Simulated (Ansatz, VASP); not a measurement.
## Cu in VASP and in Ansatz

```
Cu
1.0
     0.00000    2.00119    2.00119
     2.00119    0.00000    2.00119
     2.00119    2.00119    0.00000
Cu
1
Direct
  0.00000 0.00000 0.00000
```

Alike in both runs: task single point; functional PBEsol; k mesh 8 × 8 × 8; occupations gaussian, width 0.1 eV; no spin polarisation.

|  | VASP | Ansatz |
| --- | --- | --- |
| version | VASP 6.6.1 | Ansatz 0.2.0 |
| potentials or method | VASP PAW PBE potentials, release 64 (Cu), cutoff 600 eV | scalar-relativistic, plane waves, PAW |
| valence electrons in the cell | 11 | 19 |

Ansatz gave:

| Item | Value |
| --- | --- |
| gap on the k mesh at the Fermi level (eV) | none |
| pressure (GPa) | -24.0 |

Problem. Which values does VASP return?

Solution. gap on the k mesh at the Fermi level (eV): none; pressure (GPa): -23.4.

VASP's potentials were made for PBE, not for PBEsol. A gap of «none» marks a metal or a gap that the smearing closes. VASP's potentials hold 11 valence electrons a cell and Ansatz's 19, so a difference there can come from the potentials and not from the codes.
